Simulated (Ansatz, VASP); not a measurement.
MgO in VASP and in Ansatz

```xyz
2
Lattice="0.0000 2.2591 2.2591 2.2591 0.0000 2.2591 2.2591 2.2591 0.0000" Properties=species:S:1:pos:R:3 pbc="T T T"
Mg    2.2591    2.2591    2.2591
O     3.3886    3.3886    3.3886
```

Alike in both runs: task single point; functional PBE; k mesh 10 × 10 × 10; occupations fermi-dirac, width 0.05 eV; no spin polarisation.

|  | VASP | Ansatz |
| --- | --- | --- |
| version | VASP 6.6.1 | Ansatz 0.2.0 |
| potentials or method | VASP PAW PBE potentials, release 64 (Mg, O) | Ansatz NC |
| plane-wave cutoff (eV) | 520 | 1240 |
| valence electrons in the cell | 8 | 16 |

Ansatz gave:

| Item | Value |
| --- | --- |
| gap on the k mesh at the Fermi level (eV) | 3.83 |
| least direct gap on the mesh (eV) | 3.83 |
| pressure (GPa) | 8.1 |

Task: Which values does VASP return?

Result: gap on the k mesh at the Fermi level (eV): 3.82; least direct gap on the mesh (eV): 3.82; pressure (GPa): 7.7.

VASP's potentials hold 8 valence electrons a cell and Ansatz's 16, so a difference there can come from the potentials and not from the codes.
